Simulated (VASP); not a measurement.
# CdTe (F-43m) in VASP: notebook, part 2 of 2

VASP 6.6.1. Earlier steps stand in the parts before.

## 3. Single point, LDA

Input file INCAR:

```
SYSTEM = CdTe
  ALGO = Normal
  EDIFF = 1E-7
  ENCUT = 520
  GGA = CA
  ISIF = 2
  ISMEAR = 0
  LASPH = .TRUE.
  LCHARG = .FALSE.
  LREAL = .FALSE.
  LWAVE = .FALSE.
  NBANDS = 16
  NELM = 60
  PREC = Accurate
  SIGMA = 0.01
```

Input file KPOINTS:

```
k-points
0
G
  6 6 6
  0 0 0
```

Input file POSCAR:

```
CdTe
1.0
    2.9975462075      2.9975462075      0.0000000000
   -2.9975462075      2.9975462075      0.0000000000
    0.0000000000      2.9975462075      2.9975462075
Cd Te
1 1
Direct
    0.0000000000      0.0000000000      0.0000000000
    0.7500000000      0.2500000000      0.5000000000
```

Potentials or basis: VASP PAW LDA potentials, release 64 (Cd, Te).

Command:

```console
$ cat potpaw_LDA.64/Cd/POTCAR potpaw_LDA.64/Te/POTCAR > POTCAR
$ mpirun -np 1 vasp_std > vasp.out
```

OUTCAR:

```text
SYSTEM = CdTe
   EDIFF = 1E-7
   ENCUT = 520
   GGA = CA
   ISIF = 2
   ISMEAR = 0
   LASPH = .TRUE.
   LREAL = .FALSE.
   NELM = 60
   PREC = Accurate

 ion  position               nearest neighbor table
   1  0.000  0.000  0.000-   2 2.60   2 2.60   2 2.60   2 2.60
   2  0.750  0.250  0.500-   1 2.60   1 2.60   1 2.60   1 2.60

  LATTYP: Found a face centered cubic cell.
 ALAT       =     5.9950924150

  Lattice vectors:

 A1 = (   0.0000000000,   2.9975462075,   2.9975462075)
 A2 = (   2.9975462075,   0.0000000000,   2.9975462075)
 A3 = (   2.9975462075,   2.9975462075,   0.0000000000)

Analysis of symmetry for initial positions (statically):
=====================================================================
 Subroutine PRICEL returns:
 Original cell was already a primitive cell.

 Routine SETGRP: Setting up the symmetry group for a
 face centered cubic supercell.

 Subroutine GETGRP returns: Found 24 space group operations
 (whereof 24 operations were pure point group operations)
 out of a pool of 48 trial point group operations.

The static configuration has the point symmetry T_d .

Analysis of symmetry for dynamics (positions and initial velocities):
=====================================================================
 Subroutine PRICEL returns:
 Original cell was already a primitive cell.

 Routine SETGRP: Setting up the symmetry group for a
 face centered cubic supercell.

 Subroutine GETGRP returns: Found 24 space group operations
 (whereof 24 operations were pure point group operations)
 out of a pool of 48 trial point group operations.

The dynamic configuration has the point symmetry T_d .

 Subroutine INISYM returns: Found 24 space group operations
 (whereof 24 operations are pure point group operations),
 and found     1 'primitive' translations

----------------------------------------------------------------------------------------

                                     Primitive cell
[... 100 lines left out ...]
   IMIX   =      4    mixing-type and parameters
     AMIX     =   0.40;   BMIX     =  1.00
     AMIX_MAG =   1.60;   BMIX_MAG =  1.00
  volume/ion in A,a.u.               =      26.93       181.76
  Fermi-wavevector in a.u.,A,eV,Ry     =   1.136030  2.146785 17.559190  1.290564
  Thomas-Fermi vector in A             =   2.272735
   LORBIT       =      0    0 simple, 1 ext, 2 COOP (PROOUT), +10 PAW based schemes
   GGA     = CA    functional components
   LHFCALC =     F    Hartree Fock is set to
   AEXX    =    0.0000 exact exchange contribution
   IVDW    =     0    specifies the selected vdW correction
   LEPSILON=     F    determine dielectric tensor
   LRPA    =     F    only Hartree local field effects (RPA)
 non-spin polarized calculation
 Gauss-broadening in eV      SIGMA  =   0.01
  energy-cutoff  :      520.00
  volume of cell :       53.87
 maximum number of plane-waves:      1464
   NGX = 15   NGY = 15   NGZ = 15

 number of electron      17.9999992 magnetization

 Free energy of the ion-electron system (eV)
  ---------------------------------------------------
  ext. energy  EPLUGINS =         0.00000000
  ---------------------------------------------------
  free energy    TOTEN  =        -5.55146850 eV

  energy without entropy =       -5.55146850  energy(sigma->0) =       -5.55146850

 E-fermi :   4.7294     XC(G=0):  -9.9895

 val. band max:        4.6812784366   @ k =   0.0000   0.0000   0.0000
 cond. band min:       5.9703452430   @ k =   0.0000   0.0000   0.0000
 fundamental gap:      1.2890668064
 Fermi energy:         4.7294012996

 k-point     1 :       0.0000    0.0000    0.0000
  band No.  band energies     occupation
      1      -8.2152      2.00000
      2      -4.7662      2.00000
      3      -4.7662      2.00000
      4      -4.7662      2.00000
      5      -4.2870      2.00000
      6      -4.2870      2.00000
[... 281 lines left out ...]
      3      -4.5106      2.00000
      4      -4.3848      2.00000
      5      -4.2725      2.00000
      6      -3.3314      2.00000
[... 8 lines left out ...]
     15      16.5555      0.00000
     16      16.7891      0.00000

------------------------ aborting loop because EDIFF is reached ----------------------------------------

  FORCE on cell =-STRESS in cart. coord.  units (eV):
  Direction    XX          YY          ZZ          XY          YZ          ZX
  --------------------------------------------------------------------------------------
  -------------------------------------------------------------------------------------
  Total        5.2434683      5.2434683      5.2434683      0.0000000      0.0000000      0.0000000
  in kB      155.9558170    155.9558170    155.9558170      0.0000000      0.0000000      0.0000000
  external PRESSURE =     155.9558170 kB  Pullay stress =       0.0000000 kB

 VOLUME and BASIS-vectors are now :
 -----------------------------------------------------------------------------
  energy-cutoff  :      520.00
  volume of cell :       53.87
      direct lattice vectors                 reciprocal lattice vectors
     2.997546208  2.997546208  0.000000000     0.166803100  0.166803100 -0.166803100
    -2.997546208  2.997546208  0.000000000    -0.166803100  0.166803100 -0.166803100
     0.000000000  2.997546208  2.997546208     0.000000000  0.000000000  0.333606200

 POSITION                                       TOTAL-FORCE (eV/Angst)
 -----------------------------------------------------------------------------------
      0.00000      0.00000      0.00000         0.000000     -0.000000      0.000000
      1.49877      4.49632      1.49877        -0.000000      0.000000      0.000000
 -----------------------------------------------------------------------------------
    total drift:                                0.000001     -0.000000      0.000000

  FREE ENERGIE OF THE ION-ELECTRON SYSTEM (eV)
  ---------------------------------------------------
  free  energy   TOTEN  =        -5.5514684964 eV

  energy  without entropy=       -5.5514684964  energy(sigma->0) =       -5.55146850
```

OSZICAR:

```text
N       E                     dE             d eps       ncg     rms          rms(c)
DAV:   1     0.113789439687E+03    0.11379E+03   -0.86990E+03   512   0.102E+03
DAV:   2    -0.205452161119E+01   -0.11584E+03   -0.11030E+03   624   0.257E+02
DAV:   3    -0.579503026201E+01   -0.37405E+01   -0.37364E+01   600   0.480E+01
DAV:   4    -0.582656829809E+01   -0.31538E-01   -0.31536E-01   760   0.417E+00
DAV:   5    -0.582696912257E+01   -0.40082E-03   -0.40082E-03   592   0.354E-01    0.943E+00
DAV:   6    -0.558281371121E+01    0.24416E+00   -0.39843E-01   672   0.952E+00    0.700E+00
DAV:   7    -0.555355754742E+01    0.29256E-01   -0.13774E-01   648   0.267E+00    0.202E+00
DAV:   8    -0.555176341678E+01    0.17941E-02   -0.16241E-02   576   0.164E+00    0.587E-01
DAV:   9    -0.555148304111E+01    0.28038E-03   -0.11442E-03   640   0.373E-01    0.196E-01
DAV:  10    -0.555146976937E+01    0.13272E-04   -0.11032E-04   656   0.807E-02    0.676E-02
DAV:  11    -0.555146892695E+01    0.84242E-06   -0.25767E-05   704   0.582E-02    0.155E-02
DAV:  12    -0.555146841239E+01    0.51457E-06   -0.19292E-06   600   0.184E-02    0.873E-03
DAV:  13    -0.555146849637E+01   -0.83983E-07   -0.35553E-07   600   0.388E-03
   1 F= -.55514685E+01 E0= -.55514685E+01  d E =-.686511E-14
```

Wall time 26 s (1 thread of AMD EPYC 7R13, shared host); peak memory 0.13 GiB.

Results:

```yaml
Free_energy: -5.5515 eV
Pressure: 15.6 GPa
Band_gap_on_the_k_mesh: 1.29 eV, direct
```

Caveat: spin-orbit coupling is left out, which moves the levels of the heavy elements. As with any semilocal functional, this LDA gap is likely too small.
